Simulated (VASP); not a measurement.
Set up this calculation in VASP 6.6.1, as the native input.

```
Task                    : density of states
Functional              : PBE
Potentials or basis     : VASP PAW PBE potentials, release 64 (Cd, Nb_sv)
Cutoff                  : 520 eV
k mesh                  : 8 × 8 × 8
Occupations             : fermi-dirac, width 0.1 eV
Spin                    : no spin polarisation
Dipole correction       : no
k mesh for the DOS      : 12 × 12 × 12
Occupations for the DOS : tetrahedron
Further INCAR settings  : ALGO = Normal; EDIFF = 1e-06; NBANDS = 32
```

Crystal: NbCd3.

```
Cd Nb
1.0
     4.22986    0.00000    0.00000
     0.00000    4.22986    0.00000
     0.00000    0.00000    4.22986
Cd Nb
3 1
Cartesian
  0.0000 2.1149 2.1149
  2.1149 0.0000 2.1149
  2.1149 2.1149 0.0000
  0.0000 0.0000 0.0000
```

The input as run:

POSCAR

```
NbCd3
1.0
    4.2298580000      0.0000000000      0.0000000000
    0.0000000000      4.2298580000      0.0000000000
    0.0000000000      0.0000000000      4.2298580000
Cd Nb
3 1
Direct
    0.0000000000      0.5000000000      0.5000000000
    0.5000000000      0.0000000000      0.5000000000
    0.5000000000      0.5000000000      0.0000000000
    0.0000000000      0.0000000000      0.0000000000
```

INCAR.step1

```
PREC = Accurate ; ENCUT = 520
EDIFF = 1E-6 ; ISMEAR = -1
SIGMA = 0.1 ; LREAL = False
LASPH = True ; NELM = 80
ALGO = Normal ; ISIF = 2
LWAVE = False ; LCHARG = True
LMAXMIX = 4 ; GGA = PE
NBANDS = 32
```

KPOINTS.step1

```
regular mesh
0
Gamma
  8 8 8
```

INCAR.step2

```
PREC = Accurate ; ENCUT = 520
EDIFF = 1E-6 ; ISMEAR = -5
SIGMA = 0.1 ; LREAL = False
LASPH = True ; NELM = 80
ALGO = Normal ; ISIF = 2
LWAVE = False ; LCHARG = False
LMAXMIX = 4 ; GGA = PE
LORBIT = 11 ; NBANDS = 32
NEDOS = 1001 ; ICHARG = 11
```

KPOINTS.step2

```
regular mesh
0
Gamma
  12 12 12
```

Potentials or basis: VASP PAW PBE potentials, release 64 (Cd, Nb_sv).

The run is started by

```console
$ cat potpaw_PBE.64/Cd/POTCAR potpaw_PBE.64/Nb_sv/POTCAR > POTCAR
$ cp INCAR.step1 INCAR
$ cp KPOINTS.step1 KPOINTS
$ mpirun -np 1 vasp_std > vasp.out
$ cp INCAR.step2 INCAR
$ cp KPOINTS.step2 KPOINTS
$ mpirun -np 1 vasp_std > vasp.out
```

It gave:

* Valence electrons inside the program's atomic spheres: Cd 10.44; Nb 10.57

It used 120 s of CPU time on 1 thread of AMD EPYC 7R13 Processor (Zen 3), with other jobs on the host.
